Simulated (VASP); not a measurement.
A run of VASP 6.6.1 is set up as follows.

INCAR

```
ALGO = Normal
EDIFF = 1E-6
ENCUT = 520
GGA = PE
ISIF = 2
ISMEAR = -1
LASPH = True
LCHARG = False
LREAL = False
LWAVE = False
NBANDS = 11
NELM = 100
PREC = Accurate
SIGMA = 0.05
```

Contents of KPOINTS:

```
k-points
0
Gamma
  11 11 10
```

POSCAR

```
Sr
1.0
    3.4713828350      0.0000000000      0.0000000000
   -1.7356914175      3.0063057214      0.0000000000
    0.0000000000      0.0000000000      3.1624327481
Sr
1
Direct
    0.0000000000      0.0000000000      0.0000000000
```

Potentials or basis: VASP PAW PBE potentials, release 64 (Sr_sv).

Launch:

```sh
$ cat potpaw_PBE.64/Sr_sv/POTCAR > POTCAR
$ mpirun -np 1 vasp_std > vasp.out
```

**Question.** What does it give for the band gap on the k mesh?

**Answer.** Zero (band 5 reaches 3.96 eV, above the bottom of band 6 at 3.46 eV).

**Question.** What does it give for the pressure?

**Answer.** 11.6 GPa.

Stress tensor (GPa, compression positive):
```
11.49  0.00  0.00
 0.00 11.49  0.00
 0.00  0.00 11.87
```
